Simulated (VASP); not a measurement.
Write the native input for VASP 6.6.1 that does the following.

- Task: single point
- Functional: PBEsol
- Potentials or basis: VASP PAW PBE potentials, release 64 (Ni, Sb)
- Cutoff: 520 eV
- k mesh: 18 × 18 × 10
- Occupations: gaussian, width 0.1 eV
- Spin: no spin polarisation
- Dipole correction: no
- Further INCAR settings: ALGO = Normal; EDIFF = 1e-07; NBANDS = 23

The structure of NiSb lies in POSCAR:

```
NiSb
1.0
    3.9159379897      0.0000000000      0.0000000000
   -1.9579689948      3.3913017787      0.0000000000
    0.0000000000      0.0000000000      5.0702953900
Ni Sb
2 2
Direct
    0.0000000000      0.0000000000      0.0000000000
    0.0000000000      0.0000000000      0.5000000000
    0.3333333333      0.6666666667      0.2500000000
    0.6666666667      0.3333333333      0.7500000000
```

These files were run (other wordings do the same):

INCAR

```
ALGO = Normal
EDIFF = 1E-7
ENCUT = 520
GGA = PS
ISIF = 2
ISMEAR = 0
LASPH = True
LCHARG = False
LREAL = False
LWAVE = False
NBANDS = 23
NELM = 100
PREC = Accurate
SIGMA = 0.1
```

KPOINTS

```
k-points
0
Gamma
  18 18 10
```

Potentials or basis: VASP PAW PBE potentials, release 64 (Ni, Sb).

Command:

```bash
$ cat potpaw_PBE.64/Ni/POTCAR potpaw_PBE.64/Sb/POTCAR > POTCAR
$ mpirun -np 1 vasp_std > vasp.out
```

It gave:

| Property | Result |
| --- | --- |
| Pressure | 0.1 GPa |
| Band gap on the k mesh | zero (bands 15 and 16 overlap by 3.41 eV) |

Caveat: the PAW data sets were made with another functional, which shifts forces and pressure a little; spin-orbit coupling is left out, which moves the levels of the heavy elements.

Run time: 7.2 min on 1 thread of Intel(R) Xeon(R) Platinum 8488C (Sapphire Rapids) (shared host), peak memory 0.42 GiB.
